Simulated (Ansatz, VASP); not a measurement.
## Ag: VASP beside Ansatz

Contents of INCAR:

```
SYSTEM = Ag
ALGO     = Normal         ! electronic algorithm
EDIFF    = 1E-7           ! SCF threshold, eV
EDIFFG   = -0.04          ! ionic threshold
ENCUT    = 500            ! plane-wave cutoff, eV
GGA      = PS             ! functional
GGA_COMPAT= .FALSE.      
IBRION   = 2              ! ionic algorithm
ISIF     = 3              ! what is computed and relaxed
ISMEAR   = 0              ! smearing method
LASPH    = .TRUE.         ! aspherical terms in the spheres
LCHARG   = .FALSE.        ! write CHGCAR
LREAL    = .FALSE.        ! projectors in reciprocal space
LWAVE    = .FALSE.        ! write WAVECAR
NELM     = 120            ! most SCF steps
NELMIN   = 4            
NSW      = 90             ! ionic steps
PREC     = Accurate       ! precision mode
SIGMA    = 0.1            ! smearing width, eV
```

File KPOINTS:

```
k-points
0
G
  8 8 8
  0 0 0
```

The input POSCAR:

```
Ag
1.0
   -1.6135879156      1.6135879156      1.6135879156
    1.6135879156     -1.6135879156      1.6135879156
    1.6135879156      1.6135879156     -1.6135879156
Ag
1
Direct
    0.0000000000      0.0000000000      0.0000000000
```

Input for Ansatz:

```yaml
crystal:
  lattice:
    - [-1.6135879156, 1.6135879156, 1.6135879156]
    - [1.6135879156, -1.6135879156, 1.6135879156]
    - [1.6135879156, 1.6135879156, -1.6135879156]
  atoms:
    - { symbol: Ag, position: [0.0, 0.0, 0.0] }
basis:
  ecutwfc: 420
kpoints:
  mp_grid: { grid: [8, 8, 8] }
hamiltonian:
  xc: pbesol
scf:
  occupations: { method: gaussian, width: 0.1 }
  lower_state_search: "off"
output:
  forces: true
  stress: true
  eigenvalues: true
relax:
  adjacent_minimum: "off"
  f_tol: 0.04
  max_steps: 70
  cell: { stress_tol: 0.4 }
```

Alike in both runs: task relaxation of cell and atoms; functional PBEsol; k mesh 8 × 8 × 8; occupations gaussian, width 0.1 eV; no spin polarisation.

```csv
,VASP,Ansatz
version,VASP 6.6.1,Ansatz 0.2.0
potentials or method,"VASP PAW PBE potentials, release 64 (Ag), cutoff 500 eV","scalar-relativistic, plane waves, PAW"
valence electrons in the cell,11,19
```

```csv
,VASP,Ansatz,Ansatz less VASP
"gap on the k mesh at the Fermi level, each at its own relaxed structure (eV)",none,none,-
relaxed volume (Å³/atom),16.71,16.80,+0.098
relaxed cell length with the largest relative difference (Å),2.789,2.795,+0.0055
```

VASP's potentials were made for PBE, not for PBEsol. A gap of «none» marks a metal or a gap that the smearing closes. VASP's potentials hold 11 valence electrons a cell and Ansatz's 19, so a difference there can come from the potentials and not from the codes.
